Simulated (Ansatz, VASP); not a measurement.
One calculation of CoO, two programs

INCAR

```
SYSTEM = CoO
PREC = Accurate
ENCUT = 520
EDIFF = 1E-6
ISMEAR = -1
SIGMA = 0.05
LREAL = .FALSE.
LASPH = .TRUE.
NELM = 150
ALGO = Normal
ISIF = 2
LWAVE = .FALSE.
LCHARG = .FALSE.
ISPIN = 2
MAGMOM = 1.5 0
LORBIT = 11
NUPDOWN = 1.5
LMAXMIX = 4
GGA = PS
NBANDS = 18
```

KPOINTS

```
regular mesh
0
G
  10 10 10
  0 0 0
```

The input POSCAR:

```
CoO
1.0
   -1.5080000000      1.5080000000      2.1072475377
    1.5080000000     -1.5080000000      2.1072475377
    1.5080000000      1.5080000000     -2.1072475377
Co O
1 1
Direct
    0.0000000000      0.0000000000      0.0000000000
    0.5000000000      0.5000000000      0.0000000000
```

Contents of input.yaml:

```yaml
crystal:
  lattice:
    - [-1.508, 1.508, 2.1072475377]
    - [1.508, -1.508, 2.1072475377]
    - [1.508, 1.508, -2.1072475377]
  atoms:
    - { symbol: Co, position: [0.0, 0.0, 0.0], spin: 1.5 }
    - { symbol: O, position: [0.5, 0.5, 0.0] }
hamiltonian:
  xc: pbesol
  pseudopotentials: { kind: paw }
magnetization:
  spin_polarized: true
  initial_magnetization: 1.5
  spin_locking: { lock_magnetization: hard }
kpoints:
  mp_grid: { grid: [10, 10, 10] }
scf:
  occupations: { method: fermi_dirac, width: 0.05 }
  lower_state_search: "off"
output:
  forces: true
  stress: true
  eigenvalues: true
  write_density: true
  write_potential: true
  elf: true
  volumetric_format: npy
```

Alike in both runs: task single point; functional PBEsol; k mesh 10 × 10 × 10; occupations fermi-dirac, width 0.05 eV; collinear spin; fixed moment 1.5 μB.

|  | VASP | Ansatz |
| --- | --- | --- |
| version | VASP 6.6.1 | Ansatz 0.2.0 |
| potentials or method | VASP PAW PBE potentials, release 64 (Co, O) | Ansatz PAW |
| plane-wave cutoff (eV) | 520 | 420 |
| valence electrons in the cell | 15 | 23 |

```tsv
	VASP	Ansatz	Ansatz less VASP
pressure (GPa)	-21.5	-21.2	+0.28
traceless stress, the component that is largest in VASP (GPa)	0.28	0.25	-0.030
net moment per atom (μB)	0.75	0.75	0.000
size of the moment on the site where the two differ most (μB)	1.45	1.38	-0.065
```

VASP's potentials were made for PBE, not for PBEsol. Site moments also hang on the region over which each program counts them. The functional is the same, so the differences come from potentials, cutoffs and numerics. VASP's potentials hold 15 valence electrons a cell and Ansatz's 23, so a difference there can come from the potentials and not from the codes.
